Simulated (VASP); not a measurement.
# Cu3Pt (Pm-3m) in VASP: notebook, part 2 of 3

VASP 6.6.1. Earlier steps stand in the parts before.

### 4 Electric field gradients, LDA (volume scaled by 0.99)

The input, INCAR:

```
SYSTEM = Cu3Pt
  ALGO = Normal
  EDIFF = 1E-8
  ENCUT = 520
  GGA = CA
  ISIF = 2
  ISMEAR = -1
  LASPH = .TRUE.
  LCHARG = .FALSE.
  LEFG = .TRUE.
  LREAL = .FALSE.
  LWAVE = .FALSE.
  NBANDS = 30
  NELM = 100
  PREC = Accurate
  SIGMA = 0.05
```

The input, KPOINTS:

```
k-points
0
G
  9 9 9
  0 0 0
```

The input, POSCAR:

```
Cu3Pt
1.0
    3.6975918806      0.0000000000      0.0000000000
    0.0000000000      3.6975918806      0.0000000000
    0.0000000000      0.0000000000      3.6975918806
Cu Pt
3 1
Direct
    0.0000000000      0.5000000000      0.5000000000
    0.5000000000      0.0000000000      0.5000000000
    0.5000000000      0.5000000000      0.0000000000
    0.0000000000      0.0000000000      0.0000000000
```

Potentials or basis: VASP PAW LDA potentials, release 64 (Cu, Pt).

Launch:

```
> cat potpaw_LDA.64/Cu/POTCAR potpaw_LDA.64/Pt/POTCAR > POTCAR
> mpirun -np 1 vasp_std > vasp.out
```

OUTCAR:

```text
SYSTEM = Cu3Pt
   EDIFF = 1E-8
   ENCUT = 520
   GGA = CA
   ISIF = 2
   ISMEAR = -1
   LASPH = .TRUE.
   LREAL = .FALSE.
   NELM = 100
   PREC = Accurate

 ion  position               nearest neighbor table
   1  0.000  0.500  0.500-   2 2.61   3 2.61   4 2.61   3 2.61   4 2.61   2 2.61   4 2.61   4 2.61
                             2 2.61   3 2.61   3 2.61   2 2.61
   2  0.500  0.000  0.500-   1 2.61   3 2.61   4 2.61   3 2.61   4 2.61   1 2.61   3 2.61   3 2.61
                             1 2.61   4 2.61   4 2.61   1 2.61
   3  0.500  0.500  0.000-   1 2.61   2 2.61   4 2.61   1 2.61   2 2.61   2 2.61   4 2.61   2 2.61
                             1 2.61   4 2.61   1 2.61   4 2.61
   4  0.000  0.000  0.000-   1 2.61   2 2.61   3 2.61   1 2.61   2 2.61   1 2.61   3 2.61   1 2.61
                             2 2.61   3 2.61   2 2.61   3 2.61

  LATTYP: Found a simple cubic cell.
 ALAT       =     3.6975918806

  Lattice vectors:

 A1 = (   3.6975918806,   0.0000000000,   0.0000000000)
 A2 = (   0.0000000000,   3.6975918806,   0.0000000000)
 A3 = (   0.0000000000,   0.0000000000,   3.6975918806)

Analysis of symmetry for initial positions (statically):
=====================================================================
 Subroutine PRICEL returns:
 Original cell was already a primitive cell.

 Routine SETGRP: Setting up the symmetry group for a
 simple cubic supercell.

 Subroutine GETGRP returns: Found 48 space group operations
 (whereof 48 operations were pure point group operations)
 out of a pool of 48 trial point group operations.

The static configuration has the point symmetry O_h .

Analysis of symmetry for dynamics (positions and initial velocities):
=====================================================================
 Subroutine PRICEL returns:
 Original cell was already a primitive cell.

 Routine SETGRP: Setting up the symmetry group for a
 simple cubic supercell.

 Subroutine GETGRP returns: Found 48 space group operations
 (whereof 48 operations were pure point group operations)
 out of a pool of 48 trial point group operations.

The dynamic configuration has the point symmetry O_h .

 Subroutine INISYM returns: Found 48 space group operations
 (whereof 48 operations are pure point group operations),
 and found     1 'primitive' translations

----------------------------------------------------------------------------------------

                                     Primitive cell

  volume of cell :      50.5542

  direct lattice vectors                    reciprocal lattice vectors
     3.697591881  0.000000000  0.000000000     0.270446288  0.000000000  0.000000000
     0.000000000  3.697591881  0.000000000     0.000000000  0.270446288  0.000000000
     0.000000000  0.000000000  3.697591881     0.000000000  0.000000000  0.270446288

  length of vectors
     3.697591881  3.697591881  3.697591881     0.270446288  0.270446288  0.270446288

  position of ions in fractional coordinates (direct lattice)
     0.000000000  0.500000000  0.500000000
     0.500000000  0.000000000  0.500000000
     0.500000000  0.500000000  0.000000000
[... 96 lines left out ...]
   EFERMI_NEDOS =   21; number of points for ismear=-14 and -15
   IALGO  =     38    algorithm
   IMIX   =      4    mixing-type and parameters
     AMIX     =   0.40;   BMIX     =  1.00
     AMIX_MAG =   1.60;   BMIX_MAG =  1.00
  volume/ion in A,a.u.               =      12.64        85.29
  Fermi-wavevector in a.u.,A,eV,Ry     =   1.551120  2.931191 32.735245  2.405973
  Thomas-Fermi vector in A             =   2.655685
   LORBIT       =      0    0 simple, 1 ext, 2 COOP (PROOUT), +10 PAW based schemes
   GGA     = CA    functional components
   LHFCALC =     F    Hartree Fock is set to
   AEXX    =    0.0000 exact exchange contribution
   IVDW    =     0    specifies the selected vdW correction
   LEPSILON=     F    determine dielectric tensor
   LRPA    =     F    only Hartree local field effects (RPA)
 non-spin polarized calculation
  energy-cutoff  :      520.00
  volume of cell :       50.55
 maximum number of plane-waves:      1377
 NGX is ok and might be reduce to    28
   NGX = 13   NGY = 13   NGZ = 13

 number of electron      43.0000106 magnetization

 Free energy of the ion-electron system (eV)
  ---------------------------------------------------
  ext. energy  EPLUGINS =         0.00000000
  ---------------------------------------------------
  free energy    TOTEN  =       -22.07006261 eV

  energy without entropy =      -22.05572209  energy(sigma->0) =      -22.06289235

 E-fermi :   8.1130     XC(G=0): -13.2590

 val. band max:        8.1078861164   @ k =   0.4444   0.4444   0.1111
 cond. band min:       8.1523862101   @ k =   0.3333   0.2222   0.0000
 fundamental gap:      0.0445000937
 Fermi energy:         8.1129628972

 k-point     1 :       0.0000    0.0000    0.0000
  band No.  band energies     occupation
      1      -1.1521      2.00000
      2       2.6296      2.00000
      3       2.6296      2.00000
      4       3.4807      2.00000
      5       3.4807      2.00000
      6       3.4807      2.00000
[... 781 lines left out ...]
     29      20.2120      0.00000
     30      20.9049      0.00000

 [... further k-points ...]

------------------------ aborting loop because EDIFF is reached ----------------------------------------

  FORCE on cell =-STRESS in cart. coord.  units (eV):
  Direction    XX          YY          ZZ          XY          YZ          ZX
  --------------------------------------------------------------------------------------
  -------------------------------------------------------------------------------------
  Total       -3.0570223     -3.0570223     -3.0570223      0.0000000      0.0000000      0.0000000
  in kB      -96.8840457    -96.8840457    -96.8840457      0.0000000      0.0000000      0.0000000
  external PRESSURE =     -96.8840457 kB  Pullay stress =       0.0000000 kB

 VOLUME and BASIS-vectors are now :
 -----------------------------------------------------------------------------
  energy-cutoff  :      520.00
  volume of cell :       50.55
      direct lattice vectors                 reciprocal lattice vectors
     3.697591881  0.000000000  0.000000000     0.270446288  0.000000000  0.000000000
     0.000000000  3.697591881  0.000000000     0.000000000  0.270446288  0.000000000
     0.000000000  0.000000000  3.697591881     0.000000000  0.000000000  0.270446288

 POSITION                                       TOTAL-FORCE (eV/Angst)
 -----------------------------------------------------------------------------------
      0.00000      1.84880      1.84880         0.000000      0.000000      0.000000
      1.84880      0.00000      1.84880         0.000000      0.000000      0.000000
      1.84880      1.84880      0.00000         0.000000      0.000000      0.000000
      0.00000      0.00000      0.00000         0.000000      0.000000      0.000000
 -----------------------------------------------------------------------------------
    total drift:                                0.000000      0.000000      0.000000

  FREE ENERGIE OF THE ION-ELECTRON SYSTEM (eV)
  ---------------------------------------------------
  free  energy   TOTEN  =       -22.0700626067 eV

  energy  without entropy=      -22.0557220940  energy(sigma->0) =      -22.06289235

 Electric field gradients (V/A^2)
---------------------------------------------------------------------
 ion       V_xx      V_yy      V_zz      V_xy      V_xz      V_yz
---------------------------------------------------------------------
   1      28.810   -14.405   -14.405    -0.000     0.000    -0.000
   2     -14.405    28.810   -14.405    -0.000     0.000     0.000
   3     -14.405   -14.405    28.810    -0.000    -0.000     0.000
   4       0.000    -0.000    -0.000    -0.000     0.000    -0.000
---------------------------------------------------------------------

 Electric field gradients after diagonalization (V/A^2)
 (convention: |V_zz| > |V_xx| > |V_yy|)
----------------------------------------------------------------------
 ion       V_xx      V_yy      V_zz     asymmetry (V_yy - V_xx)/ V_zz
----------------------------------------------------------------------
   1     -14.405   -14.405    28.810       0.000
   2     -14.405   -14.405    28.810       0.000
   3     -14.405   -14.405    28.810       0.000
   4      -0.000    -0.000     0.000       0.319
----------------------------------------------------------------------

           NMR quadrupolar parameters

 Cq : quadrupolar parameter    Cq=e*Q*V_zz/h
 eta: asymmetry parameters     (V_yy - V_xx)/ V_zz
 Q  : nuclear electric quadrupole moment in mb (millibarn)
----------------------------------------------------------------------
 ion       Cq(MHz)       eta       Q (mb)
----------------------------------------------------------------------
   1       0.070       0.000       1.000
   2       0.070       0.000       1.000
   3       0.070       0.000       1.000
   4       0.000       0.319       1.000
----------------------------------------------------------------------
```

OSZICAR:

```text
N       E                     dE             d eps       ncg     rms          rms(c)
DAV:   1     0.340037159228E+03    0.34004E+03   -0.19203E+04  2268   0.234E+03
DAV:   2     0.786784731696E+01   -0.33217E+03   -0.31401E+03  2130   0.399E+02
DAV:   3    -0.245834047432E+02   -0.32451E+02   -0.30598E+02  2368   0.159E+02
DAV:   4    -0.254640024198E+02   -0.88060E+00   -0.87815E+00  2928   0.322E+01
DAV:   5    -0.254791487097E+02   -0.15146E-01   -0.15145E-01  3190   0.322E+00    0.185E+01
DAV:   6    -0.252800835562E+02    0.19907E+00   -0.33858E+01  2346   0.159E+02    0.121E+01
DAV:   7    -0.221528784942E+02    0.31272E+01   -0.14726E+01  2708   0.935E+01    0.356E+00
DAV:   8    -0.220947018475E+02    0.58177E-01   -0.59658E-01  2938   0.715E+00    0.189E+00
DAV:   9    -0.220730101938E+02    0.21692E-01   -0.51952E-02  3188   0.245E+00    0.459E-01
DAV:  10    -0.220704252997E+02    0.25849E-02   -0.97408E-03  2876   0.110E+00    0.183E-01
DAV:  11    -0.220701237629E+02    0.30154E-03   -0.12478E-03  2902   0.967E-01    0.828E-02
DAV:  12    -0.220700669039E+02    0.56859E-04   -0.52635E-04  2950   0.296E-01    0.202E-02
DAV:  13    -0.220700646676E+02    0.22363E-05   -0.72460E-06  3210   0.362E-02    0.118E-02
DAV:  14    -0.220700625874E+02    0.20802E-05   -0.66766E-06  2808   0.233E-02    0.136E-03
DAV:  15    -0.220700626090E+02   -0.21561E-07   -0.32993E-07  2842   0.810E-03    0.117E-03
DAV:  16    -0.220700626067E+02    0.22092E-08   -0.10601E-08  1566   0.135E-03
   1 F= -.22070063E+02 E0= -.22062892E+02  d E =-.143405E-01
```

stdout:

```text
POSCAR found type information on POSCAR CuPt
 POSCAR found :  2 types and       4 ions
 scaLAPACK will be used
 LDA part: xc-table for (Slater(with rela. corr.)+CA(PZ))
 , standard interpolation
 POSCAR, INCAR and KPOINTS ok, starting setup
 FFT: planning ... GRIDC
 FFT: planning ... GRID_SOFT
 FFT: planning ... GRID
 WAVECAR not read
 entering main loop
ion   1

ion   2

ion   3

ion   4
```

It took 37 s on 1 thread of Intel Xeon Platinum 8488C (Sapphire Rapids), shared host; peak memory 0.17 GiB.

What came out:

```
Free energy : -22.0701 eV
Pressure    : -9.7 GPa
```

Electric field gradients, principal values (V/Å²):
```tsv
atom	least	middle	greatest (by size)
1 Cu	-14.405	-14.405	28.810
2 Cu	-14.405	-14.405	28.810
3 Cu	-14.405	-14.405	28.810
4 Pt	0.000	0.000	0.000
```

Caveat: without QUAD_EFG the Cq values of the log hold for a quadrupole moment of 1 mb, not for the nuclei; spin-orbit coupling is left out, which moves the levels of the heavy elements.

### 5 Electric field gradients, LDA (volume scaled by 1.02)

The input, INCAR:

```
SYSTEM = Cu3Pt
ALGO = Normal
EDIFF = 1E-8
ENCUT = 520
ISIF = 2
ISMEAR = -1
LASPH = .TRUE.
LCHARG = .FALSE.
LEFG = .TRUE.
LREAL = .FALSE.
LWAVE = .FALSE.
NBANDS = 30
NELM = 100
PREC = Accurate
SIGMA = 0.05
```

KPOINTS is that of step 4.

The input, POSCAR:

```
Cu3Pt
1.0
    3.7345702525      0.0000000000      0.0000000000
    0.0000000000      3.7345702525      0.0000000000
    0.0000000000      0.0000000000      3.7345702525
Cu Pt
3 1
Direct
    0.0000000000      0.5000000000      0.5000000000
    0.5000000000      0.0000000000      0.5000000000
    0.5000000000      0.5000000000      0.0000000000
    0.0000000000      0.0000000000      0.0000000000
```

Potentials or basis: VASP PAW LDA potentials, release 64 (Cu, Pt).

Launch:

```
> cat potpaw_LDA.64/Cu/POTCAR potpaw_LDA.64/Pt/POTCAR > POTCAR
> mpirun -np 1 vasp_std > vasp.out
```

OUTCAR:

```text
SYSTEM = Cu3Pt
   EDIFF = 1E-8
   ENCUT = 520
   ISIF = 2
   ISMEAR = -1
   LASPH = .TRUE.
   LREAL = .FALSE.
   NELM = 100
   PREC = Accurate

 ion  position               nearest neighbor table
   1  0.000  0.500  0.500-   2 2.64   3 2.64   4 2.64   3 2.64   4 2.64   2 2.64   4 2.64   4 2.64
                             2 2.64   3 2.64   3 2.64   2 2.64
   2  0.500  0.000  0.500-   1 2.64   3 2.64   4 2.64   3 2.64   4 2.64   1 2.64   3 2.64   3 2.64
                             1 2.64   4 2.64   4 2.64   1 2.64
   3  0.500  0.500  0.000-   1 2.64   2 2.64   4 2.64   1 2.64   2 2.64   2 2.64   4 2.64   2 2.64
                             1 2.64   4 2.64   1 2.64   4 2.64
   4  0.000  0.000  0.000-   1 2.64   2 2.64   3 2.64   1 2.64   2 2.64   1 2.64   3 2.64   1 2.64
                             2 2.64   3 2.64   2 2.64   3 2.64

  LATTYP: Found a simple cubic cell.
 ALAT       =     3.7345702525

  Lattice vectors:

 A1 = (   3.7345702525,   0.0000000000,   0.0000000000)
 A2 = (   0.0000000000,   3.7345702525,   0.0000000000)
 A3 = (   0.0000000000,   0.0000000000,   3.7345702525)

Analysis of symmetry for initial positions (statically):
=====================================================================
 Subroutine PRICEL returns:
 Original cell was already a primitive cell.

 Routine SETGRP: Setting up the symmetry group for a
 simple cubic supercell.

 Subroutine GETGRP returns: Found 48 space group operations
 (whereof 48 operations were pure point group operations)
 out of a pool of 48 trial point group operations.

The static configuration has the point symmetry O_h .

Analysis of symmetry for dynamics (positions and initial velocities):
=====================================================================
 Subroutine PRICEL returns:
[... 966 lines left out ...]
  --------------------------------------------------------------------------------------
  -------------------------------------------------------------------------------------
  Total       -4.6157767     -4.6157767     -4.6157767      0.0000000      0.0000000     -0.0000000
  in kB     -141.9820612   -141.9820612   -141.9820612      0.0000000      0.0000000     -0.0000000
  external PRESSURE =    -141.9820612 kB  Pullay stress =       0.0000000 kB

 VOLUME and BASIS-vectors are now :
 -----------------------------------------------------------------------------
  energy-cutoff  :      520.00
  volume of cell :       52.09
      direct lattice vectors                 reciprocal lattice vectors
     3.734570253  0.000000000  0.000000000     0.267768426  0.000000000  0.000000000
     0.000000000  3.734570253  0.000000000     0.000000000  0.267768426  0.000000000
     0.000000000  0.000000000  3.734570253     0.000000000  0.000000000  0.267768426

 POSITION                                       TOTAL-FORCE (eV/Angst)
 -----------------------------------------------------------------------------------
      0.00000      1.86729      1.86729         0.000000      0.000000      0.000000
      1.86729      0.00000      1.86729         0.000000      0.000000      0.000000
      1.86729      1.86729      0.00000         0.000000      0.000000      0.000000
      0.00000      0.00000      0.00000         0.000000      0.000000      0.000000
 -----------------------------------------------------------------------------------
    total drift:                                0.000000      0.000000      0.000000

  FREE ENERGIE OF THE ION-ELECTRON SYSTEM (eV)
  ---------------------------------------------------
  free  energy   TOTEN  =       -21.9558967392 eV

  energy  without entropy=      -21.9419939460  energy(sigma->0) =      -21.94894534

 Electric field gradients (V/A^2)
---------------------------------------------------------------------
 ion       V_xx      V_yy      V_zz      V_xy      V_xz      V_yz
---------------------------------------------------------------------
   1      27.197   -13.599   -13.599    -0.000    -0.000    -0.000
   2     -13.599    27.197   -13.599     0.000    -0.000     0.000
   3     -13.599   -13.599    27.197     0.000    -0.000     0.000
   4      -0.000     0.000    -0.000    -0.000     0.000     0.000
---------------------------------------------------------------------

 Electric field gradients after diagonalization (V/A^2)
 (convention: |V_zz| > |V_xx| > |V_yy|)
----------------------------------------------------------------------
 ion       V_xx      V_yy      V_zz     asymmetry (V_yy - V_xx)/ V_zz
----------------------------------------------------------------------
   1     -13.599   -13.599    27.197       0.000
   2     -13.599   -13.599    27.197       0.000
   3     -13.599   -13.599    27.197       0.000
   4       0.000    -0.000    -0.000       0.444
----------------------------------------------------------------------

           NMR quadrupolar parameters

 Cq : quadrupolar parameter    Cq=e*Q*V_zz/h
 eta: asymmetry parameters     (V_yy - V_xx)/ V_zz
 Q  : nuclear electric quadrupole moment in mb (millibarn)
----------------------------------------------------------------------
 ion       Cq(MHz)       eta       Q (mb)
----------------------------------------------------------------------
   1       0.066       0.000       1.000
   2       0.066       0.000       1.000
   3       0.066       0.000       1.000
   4      -0.000       0.444       1.000
----------------------------------------------------------------------
```

Run time: 38 s. Hardware: 1 thread of Intel Xeon Platinum 8488C (Sapphire Rapids), shared host; peak memory 0.17 GiB.

What came out:

| Property | Result |
| --- | --- |
| Free energy | -21.9559 eV |
| Pressure | -14.2 GPa |

Electric field gradients, principal values (V/Å²):
```tsv
atom	least	middle	greatest (by size)
1 Cu	-13.599	-13.599	27.197
2 Cu	-13.599	-13.599	27.197
3 Cu	-13.599	-13.599	27.197
4 Pt	0.000	0.000	0.000
```

Caveat: without QUAD_EFG the Cq values of the log hold for a quadrupole moment of 1 mb, not for the nuclei; spin-orbit coupling is left out, which moves the levels of the heavy elements.

[end of part 2 of 3]
